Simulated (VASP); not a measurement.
Runs of VASP 6.6.1 on SnSe. The structure is that of space group Fm-3m (No. 225), or close to it. The cells are those of the table. 

| task | level | cell | cutoff (eV) | gap on the mesh (eV) | pressure (GPa) | relaxed volume (Å³/atom) |
| --- | --- | --- | --- | --- | --- | --- |
| relaxation of cell and atoms | revPBE | relaxed from a = 4.257 Å, angles 60.0°, 2 atoms | 600 | 0.37 | 0.0 | (b) |
| single point | PBE+D4 | a = 4.257 Å, angles 60.0°, 2 atoms | 520 | 0.58 | (a) | - |
| relaxation of cell and atoms | BLYP+D3(BJ) | relaxed from a = 4.257 Å, angles 60.0°, 2 atoms | 600 | 0.40 | 0.0 | - |
| relaxation of cell and atoms | BLYP | relaxed from a = 4.257 Å, angles 60.0°, 2 atoms | 600 | 0.04 | 0.0 | 30.12 |
| single point | revPBE | a = 4.318 Å, angles 60.0°, 2 atoms | 520 | 0.37 | 0.0 | - |

Alike in all rows: potentials or basis VASP PAW PBE potentials, release 64 (Sn_d, Se); no spin polarisation; k mesh 8 × 8 × 8; smearing fermi-dirac 0.05 eV.

Task: Fill in the values left out.

Result: (a) -1.2; (b) 28.46.

Caveats: spin-orbit coupling is left out, which moves the levels of the heavy elements; the PAW data sets were made with another functional, which shifts forces and pressure a little (some runs); the relaxation stopped at its first step, so nothing moved (some runs); the volume moved by +10 % from the deposited cell, more than functionals usually miss (some runs).

A k mesh can miss the band edges, and the runs leave out spin-orbit coupling on Se, Sn.
